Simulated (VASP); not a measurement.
# LiF (P6_3mc) in VASP: further runs, part 2 of 2

VASP 6.6.1. Earlier steps stand in the parts before.

### Step 6. Single point, LDA

This run uses another cell than the first one, of the same volume but with other edges.

Input file INCAR:

```
PREC = Accurate ; ENCUT = 520
EDIFF = 1E-7 ; ISMEAR = 0
SIGMA = 0.05 ; LREAL = False
LASPH = True ; NELM = 100
ALGO = Normal ; ISIF = 2
LWAVE = False ; LCHARG = True
LELF = True ; LVHAR = True
NBANDS = 18
```

Input file KPOINTS:

```
Automatic mesh
0
Gamma
  9 9 6
```

Input file POSCAR:

```
LiF
1.0
    2.9680706168      0.0000000000      0.0000000000
   -1.4840353084      2.5704245544      0.0000000000
    0.0000000000      0.0000000000      4.8557635292
Li F
2 2
Direct
    0.3333333333      0.6666666667      0.3933365971
    0.6666666667      0.3333333333      0.8933365971
    0.3333333333      0.6666666667      0.9910195924
    0.6666666667      0.3333333333      0.4910195924
```

Potentials or basis: VASP PAW LDA potentials, release 64 (Li_sv, F).

Started as:

```
$ cat potpaw_LDA.64/Li_sv/POTCAR potpaw_LDA.64/F/POTCAR > POTCAR
$ mpirun -np 1 vasp_std > vasp.out
```

OUTCAR:

```text
PREC = Accurate
   ENCUT = 520
   EDIFF = 1E-7
   ISMEAR = 0
   LREAL = False
   LASPH = True
   NELM = 100
   ISIF = 2

 ion  position               nearest neighbor table
   1  0.333  0.667  0.393-   4 1.78   4 1.78   4 1.78   3 1.95
   2  0.667  0.333  0.893-   3 1.78   3 1.78   3 1.78   4 1.95
   3  0.333  0.667  0.991-   2 1.78   2 1.78   2 1.78   1 1.95
   4  0.667  0.333  0.491-   1 1.78   1 1.78   1 1.78   2 1.95

  LATTYP: Found a hexagonal cell.
[... 704 lines left out ...]

  FORCE on cell =-STRESS in cart. coord.  units (eV):
  Direction    XX          YY          ZZ          XY          YZ          ZX
  --------------------------------------------------------------------------------------
  -------------------------------------------------------------------------------------
  Total        0.8064478      0.8064478     -1.0630730      0.0000000     -0.0000000      0.0000000
  in kB       34.8778919     34.8778920    -45.9766204      0.0000000     -0.0000000      0.0000000
  external PRESSURE =       7.9263878 kB  Pullay stress =       0.0000000 kB

 VOLUME and BASIS-vectors are now :
 -----------------------------------------------------------------------------
  energy-cutoff  :      520.00
  volume of cell :       37.05
      direct lattice vectors                 reciprocal lattice vectors
     2.968070617  0.000000000  0.000000000     0.336919207  0.194520395  0.000000000
    -1.484035308  2.570424554  0.000000000     0.000000000  0.389040790  0.000000000
     0.000000000  0.000000000  4.855763529     0.000000000  0.000000000  0.205940836

 POSITION                                       TOTAL-FORCE (eV/Angst)
 -----------------------------------------------------------------------------------
     -0.00000      1.71362      1.90995         0.000000     -0.000000     -0.332516
      1.48404      0.85681      4.33783        -0.000000      0.000000     -0.332516
     -0.00000      1.71362      4.81216        -0.000000      0.000000      0.332516
      1.48404      0.85681      2.38428         0.000000      0.000000      0.332516
 -----------------------------------------------------------------------------------
    total drift:                                0.000000     -0.000000      0.001289

  FREE ENERGIE OF THE ION-ELECTRON SYSTEM (eV)
  ---------------------------------------------------
  free  energy   TOTEN  =       -20.7532102185 eV

  energy  without entropy=      -20.7532102185  energy(sigma->0) =      -20.75321022
```

OSZICAR:

```text
N       E                     dE             d eps       ncg     rms          rms(c)
DAV:   1     0.115546973534E+03    0.11555E+03   -0.10901E+04  1728   0.121E+03
DAV:   2    -0.118652811893E+02   -0.12741E+03   -0.12465E+03  1974   0.298E+02
DAV:   3    -0.220800032262E+02   -0.10215E+02   -0.10156E+02  3216   0.616E+01
DAV:   4    -0.221799675269E+02   -0.99964E-01   -0.99813E-01  2230   0.751E+00
DAV:   5    -0.221811399030E+02   -0.11724E-02   -0.11722E-02  2318   0.647E-01    0.701E+00
DAV:   6    -0.207810878788E+02    0.14001E+01   -0.35848E+00  1820   0.146E+01    0.217E+00
DAV:   7    -0.207627111029E+02    0.18377E-01   -0.11659E-01  1952   0.244E+00    0.139E+00
DAV:   8    -0.207540968969E+02    0.86142E-02   -0.43050E-02  2324   0.199E+00    0.327E-01
DAV:   9    -0.207530461467E+02    0.10508E-02   -0.55877E-03  1984   0.625E-01    0.843E-02
DAV:  10    -0.207532150935E+02   -0.16895E-03   -0.28223E-04  1870   0.143E-01    0.256E-02
DAV:  11    -0.207532103882E+02    0.47053E-05   -0.18273E-05  2366   0.425E-02    0.555E-03
DAV:  12    -0.207532102431E+02    0.14504E-06   -0.93782E-07  2690   0.865E-03    0.113E-03
DAV:  13    -0.207532102185E+02    0.24609E-07   -0.59130E-08  1340   0.220E-03
   1 F= -.20753210E+02 E0= -.20753210E+02  d E =-.598137E-13
```

stdout:

```text
POSCAR found type information on POSCAR LiF
 POSCAR found :  2 types and       4 ions
 scaLAPACK will be used
 LDA part: xc-table for (Slater(with rela. corr.)+CA(PZ))
 , standard interpolation
 POSCAR, INCAR and KPOINTS ok, starting setup
 FFT: planning ... GRIDC
 FFT: planning ... GRID_SOFT
 FFT: planning ... GRID
 WAVECAR not read
 entering main loop
```

Run time: 43 s. Hardware: 1 thread of Intel Xeon 8259CL, shared host; peak memory 0.15 GiB.

What came out:

```yaml
Free_energy: -20.7532 eV
Largest_force: 0.333 eV/Å
Band_gap_on_the_k_mesh: 7.83 eV
```

Forces in eV/Å, atoms in the order of the input:
```
Li   0.000  0.000 -0.333
Li   0.000  0.000 -0.333
F    0.000  0.000  0.333
F    0.000  0.000  0.333
```

Levels at points of the mesh, in eV from the valence-band top:
```
           k point  band 8  band 9  band 10  band 11  band 12  band 13
(0.00, 0.00, 0.00)   -0.22   -0.22     0.00     7.83    11.91    15.49
(0.00, 0.00, 0.50)   -0.36   -0.36    -0.36     9.56     9.56    17.42
```

Caveat: the cutoff is under 1.25 times the usual one of these potentials, so pressure, stress and relaxed cells hold a basis-set (Pulay) error; an odd mesh through Γ misses points on the zone boundary, where band edges can lie.

### Step 7. The runs side by side

```csv
cell,gap on the mesh (eV),largest force (eV/Å)
"a = 3.030, b = 3.030, c = 4.659 Å, angles 90.0, 90.0, 120.0°, 4 atoms, atomic positions A",7.92,1.11
"a = 3.098, b = 3.098, c = 4.458 Å, angles 90.0, 90.0, 120.0°, 4 atoms, atomic positions A",7.88,1.94
"a = 2.998, b = 2.998, c = 4.758 Å, angles 90.0, 90.0, 120.0°, 4 atoms, atomic positions B",7.85,0.13
"a = 3.030, b = 3.030, c = 4.659 Å, angles 90.0, 90.0, 120.0°, 4 atoms, atomic positions C",7.72,0.22
"a = 2.968, b = 2.968, c = 4.856 Å, angles 90.0, 90.0, 120.0°, 4 atoms, atomic positions D",7.83,0.33
```

Alike in all rows: task single point; level LDA; potentials or basis VASP PAW LDA potentials, release 64 (Li_sv, F); no spin polarisation; k mesh 9 × 9 × 6; cutoff (eV) 520; smearing gaussian 0.05 eV.

Caveats: the cutoff is under 1.25 times the usual one of these potentials, so pressure, stress and relaxed cells hold a basis-set (Pulay) error; an odd mesh through Γ misses points on the zone boundary, where band edges can lie; forces of over 1 eV/Å act on the atoms, so gaps and moduli don't describe the material at rest (at least some runs).

Absolute energies hang on the potentials; compare differences alone.
